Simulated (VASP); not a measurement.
# AgCl (I4/mmm) in VASP: further runs, part 2 of 2

VASP 6.6.1. Earlier steps stand in the parts before.

## Step 3: Single point, r2SCAN (strain +0.080 along x and y, -0.040 along z)

File POSCAR:

```
AgCl
1.0
    0.0000000000      2.9950020000      2.6622240000
    2.9950020000      0.0000000000      2.6622240000
    2.9950020000      2.9950020000      0.0000000000
Ag Cl
1 1
Direct
    0.5000000000      0.5000000000      0.5000000000
    0.0000000000      0.0000000000      0.0000000000
```

File INCAR.step1:

```
SYSTEM = AgCl
ALGO = Normal
EDIFF = 1E-5
ENCUT = 550
GGA = PE
GGA_COMPAT = .FALSE.
ISMEAR = 0
LASPH = .TRUE.
LCHARG = .FALSE.
LREAL = .FALSE.
LWAVE = .TRUE.
NBANDS = 16
NELM = 120
PREC = Accurate
SIGMA = 0.05
```

File INCAR.step2:

```
SYSTEM = AgCl
ALGO = Normal
EDIFF = 1E-6
ENCUT = 550
GGA_COMPAT = .FALSE.
ISIF = 2
ISMEAR = 0
ISTART = 1
LASPH = .TRUE.
LCHARG = .FALSE.
LMIXTAU = .TRUE.
LREAL = .FALSE.
LWAVE = .FALSE.
METAGGA = R2SCAN
NBANDS = 16
NELM = 120
PREC = Accurate
SIGMA = 0.05
```

File KPOINTS:

```
k-points
0
G
  8 8 8
  0 0 0
```

Potentials or basis: VASP PAW PBE potentials, release 64 (Ag, Cl).

The run is started by

```bash
cat potpaw_PBE.64/Ag/POTCAR potpaw_PBE.64/Cl/POTCAR > POTCAR
cp INCAR.step1 INCAR
mpirun -np 1 vasp_std > vasp.out
cp INCAR.step2 INCAR
mpirun -np 1 vasp_std > vasp.out
```

OUTCAR:

```text
SYSTEM = AgCl
   EDIFF = 1E-6
   ENCUT = 550
   ISIF = 2
   ISMEAR = 0
   ISTART = 1
   LASPH = .TRUE.
   LREAL = .FALSE.
   METAGGA = R2SCAN
   NELM = 120
   PREC = Accurate

 ion  position               nearest neighbor table
   1  0.500  0.500  0.500-   2 2.66   2 2.66   2 3.00   2 3.00   2 3.00   2 3.00
   2  0.000  0.000  0.000-   1 2.66   1 2.66   1 3.00   1 3.00   1 3.00   1 3.00

  LATTYP: Found a body centered tetragonal cell.
 ALAT       =     4.2355724477
 C/A-ratio  =     1.2570787221

  Lattice vectors:

 A1 = (   0.0000000000,  -2.9950020000,  -2.6622240000)
 A2 = (   0.0000000000,   2.9950020000,  -2.6622240000)
 A3 = (   2.9950020000,   0.0000000000,   2.6622240000)

Analysis of symmetry for initial positions (statically):
=====================================================================
 Subroutine PRICEL returns:
 Original cell was already a primitive cell.

 Routine SETGRP: Setting up the symmetry group for a
 body centered tetragonal supercell.

 Subroutine GETGRP returns: Found 16 space group operations
 (whereof 16 operations were pure point group operations)
 out of a pool of 16 trial point group operations.

The static configuration has the point symmetry D_4h.

[... 162 lines left out ...]
 val. band max:        2.4653636587   @ k =   0.5000   0.0000   0.0000
 cond. band min:       3.7155166607   @ k =   0.0000   0.0000   0.0000
 fundamental gap:      1.2501530020
 Fermi energy:         2.7357270653

 k-point     1 :       0.0000    0.0000    0.0000
  band No.  band energies     occupation
      1     -12.9801      2.00000
      2      -0.1289      2.00000
      3       0.0426      2.00000
      4       0.0426      2.00000
      5       0.1306      2.00000
      6       0.1526      2.00000
[... 433 lines left out ...]
      3      -1.3612      2.00000
      4      -0.9989      2.00000
      5       0.2517      2.00000
      6       0.3516      2.00000
[... 8 lines left out ...]
     15      15.9649      0.00000
     16      16.8078      0.00000

 [... further k-points ...]

------------------------ aborting loop because EDIFF is reached ----------------------------------------

  FORCE on cell =-STRESS in cart. coord.  units (eV):
  Direction    XX          YY          ZZ          XY          YZ          ZX
  --------------------------------------------------------------------------------------
  -------------------------------------------------------------------------------------
  Total       -1.0820386     -1.0820386     -0.9084136      0.0000000      0.0000000      0.0000000
  in kB      -36.2981532    -36.2981532    -30.4737147      0.0000000      0.0000000      0.0000000
  external PRESSURE =     -34.3566737 kB  Pullay stress =       0.0000000 kB

 VOLUME and BASIS-vectors are now :
 -----------------------------------------------------------------------------
  energy-cutoff  :      550.00
  volume of cell :       47.76
      direct lattice vectors                 reciprocal lattice vectors
     0.000000000  2.995002000  2.662224000    -0.166944797  0.166944797  0.187812896
     2.995002000  0.000000000  2.662224000     0.166944797 -0.166944797  0.187812896
     2.995002000  2.995002000  0.000000000     0.166944797  0.166944797 -0.187812896

 POSITION                                       TOTAL-FORCE (eV/Angst)
 -----------------------------------------------------------------------------------
      2.99500      2.99500      2.66222        -0.000000      0.000000      0.000000
      0.00000      0.00000      0.00000         0.000000     -0.000000     -0.000000
 -----------------------------------------------------------------------------------
    total drift:                                0.000000     -0.000000      0.000000

  FREE ENERGIE OF THE ION-ELECTRON SYSTEM (eV)
  ---------------------------------------------------
  free  energy   TOTEN  =       -28.5630060948 eV

  energy  without entropy=      -28.5630060948  energy(sigma->0) =      -28.56300609
```

OSZICAR.step1:

```text
N       E                     dE             d eps       ncg     rms          rms(c)
DAV:   1     0.942990755809E+02    0.94299E+02   -0.87428E+03  1888   0.105E+03
DAV:   2    -0.220417764157E+01   -0.96503E+02   -0.88496E+02  2376   0.216E+02
DAV:   3    -0.556784362600E+01   -0.33637E+01   -0.33527E+01  2400   0.410E+01
DAV:   4    -0.558601324823E+01   -0.18170E-01   -0.18167E-01  2464   0.345E+00
DAV:   5    -0.558622822507E+01   -0.21498E-03   -0.21497E-03  2408   0.375E-01    0.486E+00
DAV:   6    -0.537345946717E+01    0.21277E+00   -0.29138E-01  2432   0.678E+00    0.325E+00
DAV:   7    -0.536844696338E+01    0.50125E-02   -0.10153E-01  2368   0.217E+00    0.182E+00
DAV:   8    -0.536774900136E+01    0.69796E-03   -0.58914E-03  2280   0.773E-01    0.278E-01
DAV:   9    -0.536783540905E+01   -0.86408E-04   -0.56298E-04  2416   0.324E-01    0.509E-02
DAV:  10    -0.536793192638E+01   -0.96517E-04   -0.15917E-04  2272   0.109E-01    0.397E-02
DAV:  11    -0.536793982692E+01   -0.79005E-05   -0.75507E-06  2072   0.194E-02
   1 F= -.53679398E+01 E0= -.53679398E+01  d E =-.453444E-12
```

It took 2.3 min on 1 thread of AMD EPYC 9R14 (Zen 4), shared host; peak memory 0.18 GiB.

Results:

```yaml
Free_energy: -28.5630 eV
Pressure: -3.4 GPa
Band_gap_on_the_k_mesh: 1.25 eV (least direct gap 3.44 eV)
```

Stress tensor (GPa, compression positive):
```
-3.63  0.00  0.00
 0.00 -3.63  0.00
 0.00  0.00 -3.05
```

Caveat: the cell differs from its parent crystal (strain +0.080 along x and y, -0.040 along z); the cell stands under tension; the PAW data sets were made with another functional, which shifts forces and pressure a little.

## Step 4: Single point, r2SCAN (strain +0.080 along x and y, +0.000 along z)

File POSCAR:

```
AgCl
1.0
    0.0000000000      2.9950020000      2.7731500000
    2.9950020000      0.0000000000      2.7731500000
    2.9950020000      2.9950020000      0.0000000000
Ag Cl
1 1
Direct
    0.5000000000      0.5000000000      0.5000000000
    0.0000000000      0.0000000000      0.0000000000
```

File INCAR.step1:

```
SYSTEM = AgCl
PREC     = Accurate       ! precision mode
ENCUT    = 550            ! plane-wave cutoff, eV
ISMEAR   = 0              ! smearing method
SIGMA    = 0.05           ! smearing width, eV
LREAL    = .FALSE.        ! projectors in reciprocal space
LASPH    = .TRUE.         ! aspherical terms in the spheres
NELM     = 120            ! most SCF steps
NBANDS   = 16             ! bands
GGA      = PE             ! functional
ALGO     = Normal         ! electronic algorithm
EDIFF    = 1E-5           ! SCF threshold, eV
LWAVE    = .TRUE.         ! write WAVECAR
LCHARG   = .FALSE.        ! write CHGCAR
GGA_COMPAT= .FALSE.
```

File INCAR.step2:

```
SYSTEM = AgCl
PREC     = Accurate       ! precision mode
ENCUT    = 550            ! plane-wave cutoff, eV
EDIFF    = 1E-6           ! SCF threshold, eV
ISMEAR   = 0              ! smearing method
SIGMA    = 0.05           ! smearing width, eV
LREAL    = .FALSE.        ! projectors in reciprocal space
LASPH    = .TRUE.         ! aspherical terms in the spheres
NELM     = 120            ! most SCF steps
ALGO     = Normal         ! electronic algorithm
ISIF     = 2              ! what is computed and relaxed
LWAVE    = .FALSE.        ! write WAVECAR
LCHARG   = .FALSE.        ! write CHGCAR
METAGGA  = R2SCAN         ! meta-GGA
LMIXTAU  = .TRUE.       
NBANDS   = 16             ! bands
ISTART   = 1            
GGA_COMPAT= .FALSE.
```

File KPOINTS:

```
regular mesh
0
G
  8 8 8
  0 0 0
```

The run is started by

```bash
cat potpaw_PBE.64/Ag/POTCAR potpaw_PBE.64/Cl/POTCAR > POTCAR
cp INCAR.step1 INCAR
mpirun -np 1 vasp_std > vasp.out
cp INCAR.step2 INCAR
mpirun -np 1 vasp_std > vasp.out
```

It took 2.7 min on 1 thread of AMD EPYC 9R14 (Zen 4), shared host; peak memory 0.19 GiB.

Results (log left out):

```
Free energy            : -28.5107 eV
Pressure               : -5.0 GPa
Band gap on the k mesh : 1.32 eV (least direct gap 3.26 eV)
```

Stress tensor (GPa, compression positive):
```
-4.86  0.00  0.00
 0.00 -4.86  0.00
 0.00  0.00 -5.25
```

Levels at points of the mesh, in eV from the valence-band top:
```tsv
k point	band 7	band 8	band 9	band 10	band 11	band 12
(0.00, 0.00, 0.00)	-2.04	-1.95	-1.95	1.32	11.14	11.14
(0.50, 0.00, 0.00)	-1.58	-0.38	0.00	4.86	6.24	7.97
(0.50, 0.50, 0.00)	-1.79	-1.79	-1.73	2.97	8.05	9.04
(0.50, 0.00, 0.50)	-1.81	-1.77	-1.75	2.98	8.27	8.52
```

Caveat: the cell differs from its parent crystal (strain +0.080 along x and y, +0.000 along z); the cell stands under tension; the PAW data sets were made with another functional, which shifts forces and pressure a little. A k mesh can miss the band edges.

## Step 5: Single point, r2SCAN (strain +0.080 along x and y, +0.040 along z)

File POSCAR:

```
AgCl
1.0
    0.0000000000      2.9950020000      2.8840760000
    2.9950020000      0.0000000000      2.8840760000
    2.9950020000      2.9950020000      0.0000000000
Ag Cl
1 1
Direct
    0.5000000000      0.5000000000      0.5000000000
    0.0000000000      0.0000000000      0.0000000000
```

File INCAR.step1:

```
PREC = Accurate ; ENCUT = 550
ISMEAR = 0 ; SIGMA = 0.05
LREAL = F ; LASPH = T
NELM = 120 ; NBANDS = 16
GGA = PE ; ALGO = Normal
EDIFF = 1E-5 ; LWAVE = T
LCHARG = F ; GGA_COMPAT = F
```

File INCAR.step2:

```
PREC = Accurate ; ENCUT = 550
EDIFF = 1E-6 ; ISMEAR = 0
SIGMA = 0.05 ; LREAL = F
LASPH = T ; NELM = 120
ALGO = Normal ; ISIF = 2
LWAVE = F ; LCHARG = F
METAGGA = R2SCAN ; LMIXTAU = T
NBANDS = 16 ; ISTART = 1
GGA_COMPAT = F
```

File KPOINTS:

```
regular mesh
0
Gamma
  8 8 8
```

The run is started by

```bash
cat potpaw_PBE.64/Ag/POTCAR potpaw_PBE.64/Cl/POTCAR > POTCAR
cp INCAR.step1 INCAR
mpirun -np 1 vasp_std > vasp.out
cp INCAR.step2 INCAR
mpirun -np 1 vasp_std > vasp.out
```

Run time: 2.8 min. Hardware: 1 thread of AMD EPYC 9R14 (Zen 4), shared host; peak memory 0.19 GiB.

Results (log left out):

* Free energy: -28.4393 eV
* Pressure: -5.9 GPa
* Band gap on the k mesh: 1.42 eV (least direct gap 3.14 eV)

Stress tensor (GPa, compression positive):
```
-5.79  0.00  0.00
 0.00 -5.79  0.00
 0.00  0.00 -6.23
```

Levels at points of the mesh, in eV from the valence-band top:
```
           k point  band 7  band 8  band 9  band 10  band 11  band 12
(0.00, 0.00, 0.00)   -1.83   -1.72   -1.72     1.42    11.25    11.25
(0.50, 0.00, 0.00)   -1.43   -0.18    0.00     5.04     6.10     8.29
(0.50, 0.50, 0.00)   -1.61   -1.61   -1.58     3.10     8.34     8.75
(0.50, 0.00, 0.50)   -1.62   -1.60   -1.59     3.09     8.38     8.55
```

Caveat: the cell differs from its parent crystal (strain +0.080 along x and y, +0.040 along z); the cell stands under tension; the PAW data sets were made with another functional, which shifts forces and pressure a little. A k mesh can miss the band edges.

## Step 6: The runs side by side

| cell | gap on the mesh (eV) | pressure (GPa) |
| --- | --- | --- |
| a = 4.001, b = 4.001, c = 4.079 Å, angles 59.4, 59.4, 61.3°, 2 atoms | 1.34 | -3.2 |
| a = 4.007, b = 4.007, c = 4.236 Å, angles 58.1, 58.1, 63.8°, 2 atoms | 1.25 | -3.4 |
| a = 4.082, b = 4.082, c = 4.236 Å, angles 58.7, 58.7, 62.5°, 2 atoms | 1.32 | -5.0 |
| a = 4.158, b = 4.158, c = 4.236 Å, angles 59.4, 59.4, 61.2°, 2 atoms | 1.42 | -5.9 |

Alike in all rows: task single point; level r2SCAN; potentials or basis VASP PAW PBE potentials, release 64 (Ag, Cl); no spin polarisation; k mesh 8 × 8 × 8; cutoff (eV) 550; smearing gaussian 0.05 eV.

Caveats: the cell stands under tension; the PAW data sets were made with another functional, which shifts forces and pressure a little.

Absolute energies hang on the potentials; compare differences alone.
